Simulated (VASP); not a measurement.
# Os (P6_3/mmc) in VASP: further runs, part 2 of 2

VASP 6.6.1. Earlier steps stand in the parts before.

## 6. Single point, PBEsol

This run uses another cell than the first one, of the same volume but with other edges.

INCAR

```
PREC = Accurate ; ENCUT = 520
EDIFF = 1E-7 ; ISMEAR = 0
SIGMA = 0.15 ; LREAL = False
LASPH = True ; NELM = 60
ALGO = Fast ; ISIF = 2
LWAVE = False ; LCHARG = False
GGA = PS ; NBANDS = 15
```

KPOINTS

```
Automatic mesh
0
Gamma
  24 24 12
```

POSCAR

```
Os
1.0
    2.9452199166      0.0000000000      0.0000000000
   -1.4726099583      2.5506352675      0.0000000000
    0.0000000000      0.0000000000      3.7226046122
Os
2
Direct
    0.3333333333      0.6666666667      0.2500000000
    0.6666666667      0.3333333333      0.7500000000
```

Potentials or basis: VASP PAW PBE potentials, release 64 (Os).

On the command line:

```
$ cat potpaw_PBE.64/Os/POTCAR > POTCAR
$ mpirun -np 1 vasp_std > vasp.out
```

OUTCAR:

```text
PREC = Accurate
   ENCUT = 520
   EDIFF = 1E-7
   ISMEAR = 0
   LREAL = False
   LASPH = True
   NELM = 60
   ISIF = 2
   GGA = PS

 ion  position               nearest neighbor table
   1  0.333  0.667  0.250-   2 2.52   2 2.52   2 2.52   2 2.52   2 2.52   2 2.52
   2  0.667  0.333  0.750-   1 2.52   1 2.52   1 2.52   1 2.52   1 2.52   1 2.52

  LATTYP: Found a hexagonal cell.
 ALAT       =     2.9452199166
 C/A-ratio  =     1.2639479284

  Lattice vectors:

 A1 = (   2.9452199166,   0.0000000000,   0.0000000000)
[... 612 lines left out ...]
      9      11.0590      0.00000
     10      12.2405      0.00000
     11      13.3002      0.00000
     12      13.7175      0.00000
     13      18.5071      0.00000
     14      20.6929      0.00000
     15      24.5993      0.00000

 [... further k-points ...]
[... 5 lines left out ...]
  --------------------------------------------------------------------------------------
  -------------------------------------------------------------------------------------
  Total       -1.6067280     -1.6067280     15.1239292     -0.0000000      0.0000000      0.0000000
  in kB      -92.0534211    -92.0534211    866.4873302     -0.0000000      0.0000000      0.0000000
  external PRESSURE =     227.4601627 kB  Pullay stress =       0.0000000 kB

 VOLUME and BASIS-vectors are now :
 -----------------------------------------------------------------------------
  energy-cutoff  :      520.00
  volume of cell :       27.96
      direct lattice vectors                 reciprocal lattice vectors
     2.945219917  0.000000000  0.000000000     0.339533219  0.196029596  0.000000000
    -1.472609958  2.550635268  0.000000000     0.000000000  0.392059191  0.000000000
     0.000000000  0.000000000  3.722604612     0.000000000  0.000000000  0.268629120

 POSITION                                       TOTAL-FORCE (eV/Angst)
 -----------------------------------------------------------------------------------
     -0.00000      1.70042      0.93065        -0.000000      0.000000      0.000000
      1.47261      0.85021      2.79195         0.000000     -0.000000      0.000000
 -----------------------------------------------------------------------------------
    total drift:                                0.000000     -0.000000     -0.000000

  FREE ENERGIE OF THE ION-ELECTRON SYSTEM (eV)
  ---------------------------------------------------
  free  energy   TOTEN  =       -23.0608303164 eV

  energy  without entropy=      -23.0469224072  energy(sigma->0) =      -23.05387636
```

Run time: 80 s. Hardware: 1 thread of Intel Xeon Platinum 8488C (Sapphire Rapids), shared host; peak memory 0.27 GiB.

What came out:

* Free energy: -23.0608 eV
* Pressure: 22.7 GPa
* Band gap on the k mesh: zero (band 8 reaches 11.27 eV, above the bottom of band 9 at 8.33 eV)

Caveat: the PAW data sets were made with another functional, which shifts forces and pressure a little; spin-orbit coupling is left out, which moves the levels of the heavy elements.

## 7. Single point, PBEsol

This run uses another cell than the first one, of the same volume but with other edges.

INCAR

```
SYSTEM = Os
  PREC = Accurate
  ENCUT = 520
  EDIFF = 1E-6
  ISMEAR = 0
  SIGMA = 0.15
  LREAL = .FALSE.
  LASPH = .TRUE.
  NELM = 100
  ALGO = Fast
  ISIF = 2
  LWAVE = .FALSE.
  LCHARG = .FALSE.
  GGA = PS
  NBANDS = 15
```

KPOINTS

```
regular mesh
0
G
  24 24 12
  0 0 0
```

POSCAR

```
Os
1.0
    2.5051473378      0.0000000000      0.0000000000
   -1.2525736689      2.1695212348      0.0000000000
    0.0000000000      0.0000000000      5.1453606553
Os
2
Direct
    0.3333333333      0.6666666667      0.2500000000
    0.6666666667      0.3333333333      0.7500000000
```

Potentials or basis: VASP PAW PBE potentials, release 64 (Os).

On the command line:

```
$ cat potpaw_PBE.64/Os/POTCAR > POTCAR
$ mpirun -np 1 vasp_std > vasp.out
```

OUTCAR:

```text
SYSTEM = Os
   PREC = Accurate
   ENCUT = 520
   EDIFF = 1E-6
   ISMEAR = 0
   LREAL = .FALSE.
   LASPH = .TRUE.
   NELM = 100
   ISIF = 2
   GGA = PS

 ion  position               nearest neighbor table
   1  0.333  0.667  0.250-   2 2.95   2 2.95   2 2.95   2 2.95   2 2.95   2 2.95
   2  0.667  0.333  0.750-   1 2.95   1 2.95   1 2.95   1 2.95   1 2.95   1 2.95

  LATTYP: Found a hexagonal cell.
 ALAT       =     2.5051473378
 C/A-ratio  =     2.0539153836

  Lattice vectors:

 A1 = (   2.5051473378,   0.0000000000,   0.0000000000)
 A2 = (  -1.2525736689,   2.1695212348,   0.0000000000)
 A3 = (   0.0000000000,   0.0000000000,   5.1453606553)

Analysis of symmetry for initial positions (statically):
=====================================================================
 Subroutine PRICEL returns:
 Original cell was already a primitive cell.

 Routine SETGRP: Setting up the symmetry group for a
 hexagonal supercell.

 Subroutine GETGRP returns: Found 24 space group operations
 (whereof 12 operations were pure point group operations)
 out of a pool of 24 trial point group operations.

The static configuration has the point symmetry D_3d.
 The point group associated with its full space group is D_6h.

Analysis of symmetry for dynamics (positions and initial velocities):
=====================================================================
 Subroutine PRICEL returns:
 Original cell was already a primitive cell.

 Routine SETGRP: Setting up the symmetry group for a
 hexagonal supercell.

 Subroutine GETGRP returns: Found 24 space group operations
 (whereof 12 operations were pure point group operations)
 out of a pool of 24 trial point group operations.

The dynamic configuration has the point symmetry D_3d.
 The point group associated with its full space group is D_6h.

 Subroutine INISYM returns: Found 24 space group operations
 (whereof 12 operations are pure point group operations),
[... 119 lines left out ...]
  Thomas-Fermi vector in A             =   2.485855
   LORBIT       =      0    0 simple, 1 ext, 2 COOP (PROOUT), +10 PAW based schemes
   GGA     = PS    functional components
   LHFCALC =     F    Hartree Fock is set to
   AEXX    =    0.0000 exact exchange contribution
   IVDW    =     0    specifies the selected vdW correction
   LEPSILON=     F    determine dielectric tensor
   LRPA    =     F    only Hartree local field effects (RPA)
 non-spin polarized calculation
 RMM-DIIS sequential band-by-band and
 Gauss-broadening in eV      SIGMA  =   0.15
  energy-cutoff  :      520.00
  volume of cell :       27.96
 maximum number of plane-waves:       781
 NGX is ok and might be reduce to    20

 number of electron      16.0000000 magnetization

 Free energy of the ion-electron system (eV)
  ---------------------------------------------------
  ext. energy  EPLUGINS =         0.00000000
  ---------------------------------------------------
  free energy    TOTEN  =       -22.31674109 eV

  energy without entropy =      -22.29314807  energy(sigma->0) =      -22.30494458

 E-fermi :   9.3817     XC(G=0): -14.0851

 val. band max:        9.3792661184   @ k =   0.2500   0.1667   0.2500
 cond. band min:       9.3842554632   @ k =   0.0833   0.0417   0.1667
 fundamental gap:      0.0049893448
 Fermi energy:         9.3817379992

 k-point     1 :       0.0000    0.0000    0.0000
  band No.  band energies     occupation
      1      -1.6453      2.00000
      2       0.6503      2.00000
      3       3.8307      2.00000
      4       6.4126      2.00000
      5       6.4126      2.00000
      6       6.6825      2.00000
      7       6.6825      2.00000
      8       6.9584      2.00000
      9      10.1858      0.00000
     10      10.1858      0.00000
     11      11.4448      0.00000
     12      11.4448      0.00000
     13      14.4835      0.00000
     14      22.0568      0.00000
[... 401 lines left out ...]
      2       1.7165      2.00000
      3       2.5702      2.00000
      4       4.9726      2.00000
      5       6.4299      2.00000
      6       7.6219      2.00000
      7       7.9308      2.00000
      8      10.7897      0.00000
      9      12.8627      0.00000
     10      13.2337      0.00000
     11      14.4535      0.00000
     12      15.9586      0.00000
     13      18.2026      0.00000
     14      20.3254      0.00000
     15      22.5969      0.00000

 [... further k-points ...]
[... 5 lines left out ...]
  --------------------------------------------------------------------------------------
  -------------------------------------------------------------------------------------
  Total       12.6003900     12.6003900     -8.7150951     -0.0000000      0.0000000      0.0000000
  in kB      721.9075279    721.9075279   -499.3093664     -0.0000000      0.0000000      0.0000000
  external PRESSURE =     314.8352298 kB  Pullay stress =       0.0000000 kB

 VOLUME and BASIS-vectors are now :
 -----------------------------------------------------------------------------
  energy-cutoff  :      520.00
  volume of cell :       27.96
      direct lattice vectors                 reciprocal lattice vectors
     2.505147338  0.000000000  0.000000000     0.399178118  0.230465594  0.000000000
    -1.252573669  2.169521235  0.000000000     0.000000000  0.460931188  0.000000000
     0.000000000  0.000000000  5.145360655     0.000000000  0.000000000  0.194349836

 POSITION                                       TOTAL-FORCE (eV/Angst)
 -----------------------------------------------------------------------------------
     -0.00000      1.44635      1.28634        -0.000000      0.000000      0.000000
      1.25257      0.72317      3.85902         0.000000      0.000000      0.000000
 -----------------------------------------------------------------------------------
    total drift:                                0.000000     -0.000000     -0.000000

  FREE ENERGIE OF THE ION-ELECTRON SYSTEM (eV)
  ---------------------------------------------------
  free  energy   TOTEN  =       -22.3167410950 eV

  energy  without entropy=      -22.2931480745  energy(sigma->0) =      -22.30494458
```

stdout:

```text
POSCAR found type information on POSCAR Os
 POSCAR found :  1 types and       2 ions
 scaLAPACK will be used
 -----------------------------------------------------------------------------
|                                                                             |
|                                                                             |
|     You enforced a specific xc type in the INCAR file but a different       |
|     I HOPE YOU KNOW WHAT YOU ARE DOING!                                     |
|                                                                             |
 -----------------------------------------------------------------------------

 LDA part: xc-table for (Slater+PW92), standard interpolation
 POSCAR, INCAR and KPOINTS ok, starting setup
 FFT: planning ... GRIDC
 FFT: planning ... GRID_SOFT
 FFT: planning ... GRID
 WAVECAR not read
 entering main loop
```

Wall time 1.9 min (1 thread of Intel Xeon Platinum 8488C (Sapphire Rapids), shared host); peak memory 0.27 GiB.

What came out:

```
Free energy            : -22.3167 eV
Pressure               : 31.5 GPa
Band gap on the k mesh : zero (band 8 reaches 10.96 eV, above the bottom of band 9 at 8.35 eV)
```

Caveat: the PAW data sets were made with another functional, which shifts forces and pressure a little; spin-orbit coupling is left out, which moves the levels of the heavy elements.

## 8. Summary

| cell | further INCAR settings | gap on the mesh (eV) | pressure (GPa) |
| --- | --- | --- | --- |
| a = 2.811, b = 2.811, c = 4.086 Å, angles 90.0, 90.0, 120.0°, 2 atoms | ALGO = Fast; EDIFF = 1e-06; NBANDS = 15 | none | 2.6 |
| a = 2.649, b = 2.649, c = 4.603 Å, angles 90.0, 90.0, 120.0°, 2 atoms | ALGO = Fast; EDIFF = 1e-06; NBANDS = 15 | none | 0.9 |
| a = 2.772, b = 2.772, c = 4.204 Å, angles 90.0, 90.0, 120.0°, 2 atoms | ALGO = Fast; EDIFF = 1e-07; NBANDS = 15 | none | -0.8 |
| a = 2.690, b = 2.690, c = 4.463 Å, angles 90.0, 90.0, 120.0°, 2 atoms | ALGO = Fast; EDIFF = 1e-06; NBANDS = 15 | none | -2.0 |
| a = 2.945, b = 2.945, c = 3.723 Å, angles 90.0, 90.0, 120.0°, 2 atoms | ALGO = Fast; EDIFF = 1e-07; NBANDS = 15 | none | 22.7 |
| a = 2.505, b = 2.505, c = 5.145 Å, angles 90.0, 90.0, 120.0°, 2 atoms | ALGO = Fast; EDIFF = 1e-06; NBANDS = 15 | none | 31.5 |

Alike in all rows: task single point; level PBEsol; potentials or basis VASP PAW PBE potentials, release 64 (Os); no spin polarisation; k mesh 24 × 24 × 12; cutoff (eV) 520; smearing gaussian 0.15 eV.

Caveats: the PAW data sets were made with another functional, which shifts forces and pressure a little; spin-orbit coupling is left out, which moves the levels of the heavy elements.

Absolute energies hang on the potentials; compare differences alone.
